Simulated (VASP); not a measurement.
# Sb in VASP: further runs

Sb is run at these levels: PBE; tasks: single point.

Program: VASP 6.6.1. These are calculated values, not measurements. Logs are shortened: lines on timing, memory, paths and dates and some standing lists are left out, and cuts for length are marked.

### 1 The cell of the first run

Symmetry: P4/mmm, No. 123, tetragonal system. The conventional cell has a = 3.093 Å, b = 3.093 Å, c = 3.188 Å, α = 90.00°, β = 90.00°, γ = 90.00°. Sb (site symmetry 4/mmm) has 6 Sb at 3.09 to 3.19 Å within 4.1 Å.

### 2 Single point, PBE

File INCAR:

```
  PREC = Accurate
  ENCUT = 520
  EDIFF = 1E-6
  ISMEAR = 0
  SIGMA = 0.1
  LREAL = False
  LASPH = True
  NELM = 100
  ALGO = Normal
  ISIF = 2
  LWAVE = False
  LCHARG = True
  GGA = PE
  LELF = True
  LVHAR = True
  NBANDS = 8
```

File KPOINTS:

```
Automatic mesh
0
Gamma
  6 6 6
```

File POSCAR:

```
Sb
1.0
    3.0925422363      0.0000000000      0.0000000000
    0.0000000000      3.0925422363      0.0000000000
    0.0000000000      0.0000000000      3.1881915753
Sb
1
Direct
    0.0000000000      0.0000000000      0.0000000000
```

Potentials or basis: VASP PAW PBE potentials, release 64 (Sb).

Launch:

```
$ cat potpaw_PBE.64/Sb/POTCAR > POTCAR
$ mpirun -np 1 vasp_std > vasp.out
```

OUTCAR:

```text
PREC = Accurate
   ENCUT = 520
   EDIFF = 1E-6
   ISMEAR = 0
   LREAL = False
   LASPH = True
   NELM = 100
   ISIF = 2
   GGA = PE

 ion  position               nearest neighbor table
   1  0.000  0.000  0.000-

  LATTYP: Found a simple tetragonal cell.
 ALAT       =     3.0925422363
 C/A-ratio  =     1.0309290324

  Lattice vectors:

 A1 = (   3.0925422363,   0.0000000000,   0.0000000000)
 A2 = (   0.0000000000,   3.0925422363,   0.0000000000)
 A3 = (   0.0000000000,   0.0000000000,   3.1881915753)

Analysis of symmetry for initial positions (statically):
=====================================================================
 Subroutine PRICEL returns:
 Original cell was already a primitive cell.

 Routine SETGRP: Setting up the symmetry group for a
 simple tetragonal supercell.

 Subroutine GETGRP returns: Found 16 space group operations
 (whereof 16 operations were pure point group operations)
 out of a pool of 16 trial point group operations.

The static configuration has the point symmetry D_4h.

Analysis of symmetry for dynamics (positions and initial velocities):
=====================================================================
 Subroutine PRICEL returns:
 Original cell was already a primitive cell.

 Routine SETGRP: Setting up the symmetry group for a
 simple tetragonal supercell.

 Subroutine GETGRP returns: Found 16 space group operations
 (whereof 16 operations were pure point group operations)
 out of a pool of 16 trial point group operations.

The dynamic configuration has the point symmetry D_4h.

 Subroutine INISYM returns: Found 16 space group operations
 (whereof 16 operations are pure point group operations),
 and found     1 'primitive' translations

----------------------------------------------------------------------------------------

                                     Primitive cell

  volume of cell :      30.4913

  direct lattice vectors                    reciprocal lattice vectors
     3.092542236  0.000000000  0.000000000     0.323358559  0.000000000  0.000000000
     0.000000000  3.092542236  0.000000000     0.000000000  0.323358559  0.000000000
     0.000000000  0.000000000  3.188191575     0.000000000  0.000000000  0.313657438

  length of vectors
     3.092542236  3.092542236  3.188191575     0.323358559  0.323358559  0.313657438

  position of ions in fractional coordinates (direct lattice)
     0.000000000  0.000000000  0.000000000

  ion indices of the primitive-cell ions
   primitive index   ion index
                 1           1

----------------------------------------------------------------------------------------

 KPOINTS: Automatic mesh

Automatic generation of k-mesh.
 Grid dimensions read from file:
 generate k-points for:    6    6    6

 Generating k-lattice:

  Cartesian coordinates                     Fractional coordinates (reciprocal lattice)
     0.053893093  0.000000000  0.000000000     0.166666667  0.000000000  0.000000000
     0.000000000  0.053893093  0.000000000     0.000000000  0.166666667  0.000000000
     0.000000000  0.000000000  0.052276240     0.000000000  0.000000000  0.166666667

  Length of vectors
     0.053893093  0.053893093  0.052276240

  Shift w.r.t. Gamma in fractional coordinates (k-lattice)
     0.000000000  0.000000000  0.000000000

 Subroutine IBZKPT returns following result:
 ===========================================

 Found     40 irreducible k-points:

 Following reciprocal coordinates:
            Coordinates               Weight
  0.000000  0.000000  0.000000      1.000000
  0.166667  0.000000  0.000000      4.000000
  0.333333  0.000000  0.000000      4.000000
  0.500000  0.000000  0.000000      2.000000
  0.166667  0.166667  0.000000      4.000000
  0.333333  0.166667  0.000000      8.000000
[... 16 lines left out ...]
  0.333333  0.000000  0.333333      8.000000
  0.500000  0.000000  0.333333      4.000000
 [... further k-points ...]
   k-points           NKPTS =     40   k-points in BZ     NKDIM =     40   number of bands    NBANDS=      8
   number of dos      NEDOS =    301   number of ions     NIONS =      1
   total plane-waves  NPLWV =  13824
   dimension x,y,z NGX =    24 NGY =   24 NGZ =   24
   dimension x,y,z NGXF=    48 NGYF=   48 NGZF=   48
   ions per type =               1
   NGX,Y,Z   is equivalent  to a cutoff of  12.90, 12.90, 12.51 a.u.
   NGXF,Y,Z  is equivalent  to a cutoff of  25.80, 25.80, 25.03 a.u.
 SYSTEM =  unknown system
   PREC   = accura    normal or accurate (medium, high low for compatibility)
   ISTART =      0    job   : 0-new  1-cont  2-samecut
   ICHARG =      2    charge: 1-file 2-atom 10-const
   ISPIN  =      1    spin polarized calculation?
   LNONCOLLINEAR =      F non collinear calculations
   LSORBIT =      F    spin-orbit coupling
   LASPH  =      T    aspherical Exc in radial PAW
   ENCUT  =  520.0 eV  38.22 Ry    6.18 a.u.   5.75  5.75  5.93*2*pi/ulx,y,z
   NELM   =    100;   NELMIN=  2; NELMDL= -5     # of ELM steps
   EDIFF  = 0.1E-05   stopping-criterion for ELM
   LREAL  =      F    real-space projection
   EDIFFG = 0.1E-04   stopping-criterion for IOM
   NSW    =      0    number of steps for IOM
   IBRION =     -1    ionic relax: 0-MD 1-quasi-New 2-CG
   NFREE  =      0    steps in history (QN), initial steepest desc. (CG)
   ISIF   =      2    stress and relaxation
   ISYM   =      2    0-nonsym 1-usesym 2-fastsym
   POTIM  = 0.5000    time-step for ionic-motion
   TEBEG  =    0.0;   TEEND  =   0.0 temperature during run
   PSTRESS=    0.0 pullay stress
   NELECT =       5.0000    total number of electrons
   NUPDOWN=      -1.0000    fix difference up-down
   EMIN   =  10.00;   EMAX   =-10.00  energy-range for DOS
   EFERMI =   0.00;   METHOD = LEGACY
   ISMEAR =     0;   SIGMA  =   0.10  broadening in eV -4-tet -1-fermi 0-gaus
   EFERMI_NEDOS =   21; number of points for ismear=-14 and -15
   IALGO  =     38    algorithm
   IMIX   =      4    mixing-type and parameters
     AMIX     =   0.40;   BMIX     =  1.00
     AMIX_MAG =   1.60;   BMIX_MAG =  1.00
  volume/ion in A,a.u.               =      30.49       205.77
  Fermi-wavevector in a.u.,A,eV,Ry     =   0.896065  1.693318 10.924564  0.802933
  Thomas-Fermi vector in A             =   2.018476
   LORBIT       =      0    0 simple, 1 ext, 2 COOP (PROOUT), +10 PAW based schemes
   GGA     = PE    functional components
   LHFCALC =     F    Hartree Fock is set to
   AEXX    =    0.0000 exact exchange contribution
   IVDW    =     0    specifies the selected vdW correction
   LEPSILON=     F    determine dielectric tensor
   LRPA    =     F    only Hartree local field effects (RPA)
 non-spin polarized calculation
 Gauss-broadening in eV      SIGMA  =   0.10
  energy-cutoff  :      520.00
  volume of cell :       30.49
 maximum number of plane-waves:       848
 NGX is ok and might be reduce to    24
   NGX = 11   NGY = 11   NGZ = 11

 number of electron       4.9999999 magnetization

 Free energy of the ion-electron system (eV)
  ---------------------------------------------------
  ext. energy  EPLUGINS =         0.00000000
  ---------------------------------------------------
  free energy    TOTEN  =        -4.12006873 eV

  energy without entropy =       -4.11613957  energy(sigma->0) =       -4.11810415

 E-fermi :   7.0816     XC(G=0):  -9.5239

 val. band max:        7.0749540400   @ k =   0.1667   0.0000   0.0000
 cond. band min:       7.1097155257   @ k =   0.5000   0.3333   0.3333
 fundamental gap:      0.0347614857
 Fermi energy:         7.0816051780

 k-point     1 :       0.0000    0.0000    0.0000
  band No.  band energies     occupation
      1      -5.3560      2.00000
      2       9.5360      0.00000
      3      10.3589      0.00000
      4      10.3589      0.00000
      5      13.4737      0.00000
      6      13.9577      0.00000
      7      15.1184      0.00000
      8      24.2647      0.00000

 k-point     2 :       0.1667    0.0000    0.0000
  band No.  band energies     occupation
      1      -4.9524      2.00000
      2       7.0750      1.07494
      3       9.9260      0.00000
      4      10.7524      0.00000
      5      13.8449      0.00000
      6      14.8601      0.00000
      7      18.2949      0.00000
      8      21.7814      0.00000

 k-point     3 :       0.3333    0.0000    0.0000
  band No.  band energies     occupation
      1      -3.8377      2.00000
      2       3.2932      2.00000
      3      10.8996      0.00000
      4      11.7350      0.00000
      5      14.8060      0.00000
      6      15.9270      0.00000
      7      19.0356      0.00000
      8      19.7509      0.00000

 k-point     4 :       0.5000    0.0000    0.0000
  band No.  band energies     occupation
      1      -2.8845      2.00000
      2       1.4062      2.00000
      3      11.5682      0.00000
      4      12.4111      0.00000
      5      15.7692      0.00000
      6      17.1775      0.00000
      7      17.7505      0.00000
      8      18.3054      0.00000

 k-point     5 :       0.1667    0.1667    0.0000
  band No.  band energies     occupation
      1      -4.5483      2.00000
      2       7.2912      0.00303
      3       7.6528      0.00000
      4      10.3176      0.00000
      5      14.3094      0.00000
      6      18.1272      0.00000
      7      18.2291      0.00000
      8      19.9038      0.00000
[... 177 lines left out ...]
 k-point    22 :       0.1667    0.0000    0.3333
  band No.  band energies     occupation
      1      -3.6217      2.00000
      2       3.5172      2.00000
      3       8.3347      0.00000
      4      11.9415      0.00000
      5      15.2369      0.00000
      6      16.1184      0.00000
      7      19.3724      0.00000
      8      19.9369      0.00000

 k-point    23 :       0.3333    0.0000    0.3333
  band No.  band energies     occupation
      1      -2.4923      2.00000
      2       4.3606      2.00000
      3       4.7201      2.00000
      4      12.0255      0.00000
      5      12.9347      0.00000
      6      17.0733      0.00000
      7      20.6541      0.00000
      8      20.8391      0.00000

 k-point    24 :       0.5000    0.0000    0.3333
  band No.  band energies     occupation
      1      -1.5067      2.00000
      2       2.6009      2.00000
      3       5.3278      2.00000
      4      10.4649      0.00000
      5      13.6159      0.00000
      6      18.3635      0.00000
      7      19.3594      0.00000
      8      19.5231      0.00000

 [... further k-points ...]
[... 5 lines left out ...]
  --------------------------------------------------------------------------------------
  -------------------------------------------------------------------------------------
  Total       -0.0237245     -0.0237245     -0.0255334      0.0000000      0.0000000     -0.0000000
  in kB       -1.2466157     -1.2466157     -1.3416635      0.0000000      0.0000000     -0.0000000
  external PRESSURE =      -1.2782983 kB  Pullay stress =       0.0000000 kB

 VOLUME and BASIS-vectors are now :
 -----------------------------------------------------------------------------
  energy-cutoff  :      520.00
  volume of cell :       30.49
      direct lattice vectors                 reciprocal lattice vectors
     3.092542236  0.000000000  0.000000000     0.323358559  0.000000000  0.000000000
     0.000000000  3.092542236  0.000000000     0.000000000  0.323358559  0.000000000
     0.000000000  0.000000000  3.188191575     0.000000000  0.000000000  0.313657438

 POSITION                                       TOTAL-FORCE (eV/Angst)
 -----------------------------------------------------------------------------------
      0.00000      0.00000      0.00000         0.000000      0.000000      0.000000
 -----------------------------------------------------------------------------------
    total drift:                                0.000000      0.000000      0.000000

  FREE ENERGIE OF THE ION-ELECTRON SYSTEM (eV)
  ---------------------------------------------------
  free  energy   TOTEN  =        -4.1200687328 eV

  energy  without entropy=       -4.1161395657  energy(sigma->0) =       -4.11810415
```

It took 10 s on 1 thread of Intel Xeon 8259CL, shared host; peak memory 0.14 GiB.

Results:

```yaml
Free_energy: -4.1201 eV
Pressure: -0.1 GPa
```

Caveat: spin-orbit coupling is left out, which moves the levels of the heavy elements.

### 3 Single point, PBE (volume scaled by 0.88)

File INCAR:

```
PREC     = Accurate       # precision mode
ENCUT    = 520            # plane-wave cutoff, eV
EDIFF    = 1E-6           # SCF threshold, eV
ISMEAR   = 0              # smearing method
SIGMA    = 0.1            # smearing width, eV
LREAL    = False          # projectors in reciprocal space
LASPH    = True           # aspherical terms in the spheres
NELM     = 80             # most SCF steps
ALGO     = Normal         # electronic algorithm
ISIF     = 2              # what is computed and relaxed
LWAVE    = False          # write WAVECAR
LCHARG   = True           # write CHGCAR
GGA      = PE             # functional
LELF     = True           # ELF
LVHAR    = True         
NBANDS   = 8              # bands
```

File KPOINTS:

```
regular mesh
0
Gamma
  18 18 18
```

File POSCAR:

```
Sb
1.0
    2.9798214677      0.0000000000      0.0000000000
    0.0000000000      2.9798214677      0.0000000000
    0.0000000000      0.0000000000      2.9798214677
Sb
1
Direct
    0.0000000000      0.0000000000      0.0000000000
```

Potentials or basis: VASP PAW PBE potentials, release 64 (Sb).

Launch:

```
$ cat potpaw_PBE.64/Sb/POTCAR > POTCAR
$ mpirun -np 1 vasp_std > vasp.out
```

Run time: 31 s. Hardware: 1 thread of Intel Xeon 8259CL, shared host; peak memory 0.17 GiB.

The run converged. Its results:

* Free energy: -3.9989 eV
* Pressure: 9.5 GPa

Levels at points of the mesh, in eV from the Fermi level:
```csv
k point,band 1,band 2,band 3,band 4,band 5,band 6
"(0.00, 0.00, 0.00)",-13.41,3.54,3.54,3.54,7.02,7.02
"(0.50, 0.00, 0.00)",-10.52,-6.48,5.98,5.98,9.33,10.87
"(0.50, 0.50, 0.00)",-7.39,-4.13,-4.13,1.68,8.56,13.55
"(0.50, 0.50, 0.50)",-3.78,-1.89,-1.89,-1.89,4.62,4.62
```

Caveat: spin-orbit coupling is left out, which moves the levels of the heavy elements.

### 4 Single point, PBE (volume scaled by 0.91)

File INCAR:

```
SYSTEM = Sb
  ALGO = Normal
  EDIFF = 1E-6
  ENCUT = 520
  GGA = PE
  ISIF = 2
  ISMEAR = 0
  LASPH = .True.
  LCHARG = .False.
  LREAL = .False.
  LWAVE = .False.
  NBANDS = 8
  NELM = 80
  PREC = Accurate
  SIGMA = 0.1
```

File KPOINTS:

```
k-points
0
Gamma
  18 18 18
  0 0 0
```

File POSCAR:

```
Sb
1.0
    3.0133054104      0.0000000000      0.0000000000
    0.0000000000      3.0133054104      0.0000000000
    0.0000000000      0.0000000000      3.0133054104
Sb
1
Direct
    0.0000000000      0.0000000000      0.0000000000
```

Launch:

```
$ cat potpaw_PBE.64/Sb/POTCAR > POTCAR
$ mpirun -np 1 vasp_std > vasp.out
```

Run time: 32 s. Hardware: 1 thread of Intel Xeon 8259CL, shared host; peak memory 0.17 GiB.

Results (log left out):

```yaml
Free_energy: -4.0438 eV
Pressure: 6.5 GPa
```

Levels at points of the mesh, in eV from the Fermi level:
```
           k point  band 1  band 2  band 3  band 4  band 5  band 6
(0.00, 0.00, 0.00)  -13.12    3.46    3.46    3.46    6.98    6.98
(0.50, 0.00, 0.00)  -10.37   -6.23    5.77    5.77    9.22   10.79
(0.50, 0.50, 0.00)   -7.40   -3.97   -3.97    1.82    8.18   13.46
(0.50, 0.50, 0.50)   -4.02   -1.83   -1.83   -1.83    4.67    4.67
```

Caveat: spin-orbit coupling is left out, which moves the levels of the heavy elements.

(Part 1 of 2 ends here.)
